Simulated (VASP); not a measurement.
Input of a VASP 6.6.1 run:

The input INCAR:

```
SYSTEM = Ag
PREC = Accurate
ENCUT = 520
EDIFF = 1E-6
ISMEAR = 0
SIGMA = 0.15
LREAL = .FALSE.
LASPH = .TRUE.
NELM = 100
ALGO = Fast
ISIF = 2
LWAVE = .FALSE.
LCHARG = .FALSE.
GGA = PE
NBANDS = 18
```

File KPOINTS:

```
regular mesh
0
G
  18 18 10
  0 0 0
```

POSCAR

```
Ag
1.0
    2.9299980804      0.0000000000      0.0000000000
   -1.4649990402      2.5374527707      0.0000000000
    0.0000000000      0.0000000000      4.7900000000
Ag
2
Direct
    0.1718297870      0.5484378651      0.2500000000
    0.6666666667      0.3333333333      0.7500000000
```

Potentials or basis: VASP PAW PBE potentials, release 64 (Ag).

Launch:

```sh
$ cat potpaw_PBE.64/Ag/POTCAR > POTCAR
$ mpirun -np 1 vasp_std > vasp.out
```

(1) Estimate the pressure.

(2) Predict the band gap on the k mesh.

## Answers

(1) 1.9 GPa.

(2) zero (bands 11 and 12 overlap by 7.29 eV).

Caveat: the cell differs from its parent crystal (atom 1 (Ag) moved by (-0.300, -0.300) A along x and y); the stress differs along the axes, from -1 to 5 GPa.
